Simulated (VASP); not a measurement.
Set up this calculation in VASP 6.6.1, as the native input.

```yaml
Task: single point
Functional: PBEsol
Potentials_or_basis: VASP PAW PBE potentials, release 64 (Os, H)
Cutoff: 520 eV
k_mesh: 4 × 3 × 4
Occupations: gaussian, width 0.05 eV
Spin: no spin polarisation
Dipole_correction: no
Further_INCAR_settings: ALGO = Normal; EDIFF = 1e-06; NBANDS = 60
```

The structure of HOs12 (a cell with a defect) lies in POSCAR:

```
HOs12
1.0
    5.4800000000      0.0000000000      0.0000000000
   -4.1100000000      7.1187290000      0.0000000000
    0.0000000000      0.0000000000      4.3264600000
Os H
12 1
Direct
   -0.0112058279     -0.0131280409      0.0077545970
    0.1650426077      0.2222993968      0.4789795846
   -0.0078545591      0.3392910631      0.0050719358
    0.1645550108      0.5560700202      0.5022760952
    0.0037585388      0.6693822717      0.0012494867
    0.1650233963      0.8875261421      0.5025754379
    0.5001020998      0.0010290869     -0.0003013361
    0.6663250213      0.2236585588      0.5032266867
    0.5179059487      0.3413668905      0.0072996016
    0.6679870735      0.5569945006      0.5028627924
    0.4984412357      0.6680076492      0.0011094899
    0.6626038343      0.8871569454      0.5013338494
    0.1675018500      0.2202576457     -0.1229376612
```

One way to write it, as run:

INCAR

```
SYSTEM = HOs12
ALGO = Normal
EDIFF = 1E-6
ENCUT = 520
GGA = PS
ISIF = 2
ISMEAR = 0
LASPH = .True.
LCHARG = .True.
LELF = .True.
LREAL = .False.
LVHAR = .True.
LWAVE = .False.
NBANDS = 60
NELM = 80
PREC = Accurate
SIGMA = 0.05
```

KPOINTS

```
k-points
0
Gamma
  4 3 4
  0 0 0
```

Potentials or basis: VASP PAW PBE potentials, release 64 (Os, H).

The run is started by

```sh
$ cat potpaw_PBE.64/Os/POTCAR potpaw_PBE.64/H/POTCAR > POTCAR
$ mpirun -np 1 vasp_std > vasp.out
```

It gave:

```
Pressure               : 3.2 GPa
Largest force          : 0.090 eV/Å
Band gap on the k mesh : zero (an odd number of electrons rules out a gap without spin polarisation)
```

Caveat: the k points lie up to 0.36 Å⁻¹ apart, too coarse for converged energies and pressures of a metal; the PAW data sets were made with another functional, which shifts forces and pressure a little; spin-orbit coupling is left out, which moves the levels of the heavy elements.

It took 6.4 min on 1 thread of Intel(R) Xeon(R) Platinum 8488C (Sapphire Rapids) (shared host), peak memory 0.37 GiB.
